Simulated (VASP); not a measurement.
Input of a VASP 6.6.1 run:

INCAR

```
SYSTEM = CdSe
ALGO = Normal
EDIFF = 1E-6
ENCUT = 520
GGA = RE
ISIF = 2
ISMEAR = -5
IVDW = 12
LASPH = .TRUE.
LCHARG = .TRUE.
LELF = .TRUE.
LREAL = .FALSE.
LVHAR = .TRUE.
LWAVE = .FALSE.
NBANDS = 16
NELM = 100
PREC = Accurate
SIGMA = 0.05
```

The input KPOINTS:

```
k-points
0
G
  8 8 8
  0 0 0
```

Contents of POSCAR:

```
CdSe
1.0
    0.0000000000      2.9486394311      2.9486394311
    2.9486394311      0.0000000000      2.9486394311
    2.9486394311      2.9486394311      0.0000000000
Cd Se
1 1
Direct
    0.0000000000      0.0000000000      0.0000000000
    0.5000000000      0.5000000000      0.5000000000
```

Potentials or basis: VASP PAW PBE potentials, release 64 (Cd, Se).

Launch:

```sh
$ cat potpaw_PBE.64/Cd/POTCAR potpaw_PBE.64/Se/POTCAR > POTCAR
$ mpirun -np 1 vasp_std > vasp.out
```

(1) Estimate the dispersion energy per atom.

(2) Estimate the band gap on the k mesh.

(3) What does it give for the pressure?

## Answers

(1) -0.693 eV.

(2) zero (band 9 reaches 1.69 eV, above the bottom of band 10 at 1.33 eV).

(3) -6.9 GPa.

Caveat: the PAW data sets were made with another functional, which shifts forces and pressure a little; pairwise dispersion overbinds metals, which lowers pressure and volume; tetrahedron occupations give inexact forces and stress in metals.
